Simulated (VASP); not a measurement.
Input of a VASP 6.6.1 run:

The input INCAR:

```
SYSTEM = Ge
PREC = Accurate ; ENCUT = 520
EDIFF = 1E-7 ; ISMEAR = -1
SIGMA = 0.1 ; LREAL = .False.
LASPH = .True. ; NELM = 60
ALGO = Normal ; ISIF = 2
LWAVE = .False. ; LCHARG = .False.
GGA = CA ; NBANDS = 13
```

The input KPOINTS:

```
regular mesh
0
Gamma
  15 15 15
  0 0 0
```

POSCAR

```
Ge
1.0
    0.0000000000      2.0843754853      2.0843754853
    2.0843754853      0.0000000000      2.0843754853
    2.0843754853      2.0843754853      0.0000000000
Ge
1
Direct
    0.0000000000      0.0000000000      0.0000000000
```

Potentials or basis: VASP PAW LDA potentials, release 64 (Ge_d).

Command:

```bash
$ cat potpaw_LDA.64/Ge_d/POTCAR > POTCAR
$ mpirun -np 1 vasp_std > vasp.out
```

Q: Estimate the band gap on the k mesh.

A: Zero (band 7 reaches 16.23 eV, above the bottom of band 8 at 4.54 eV).

Q: Predict the pressure.

A: 0.5 GPa.
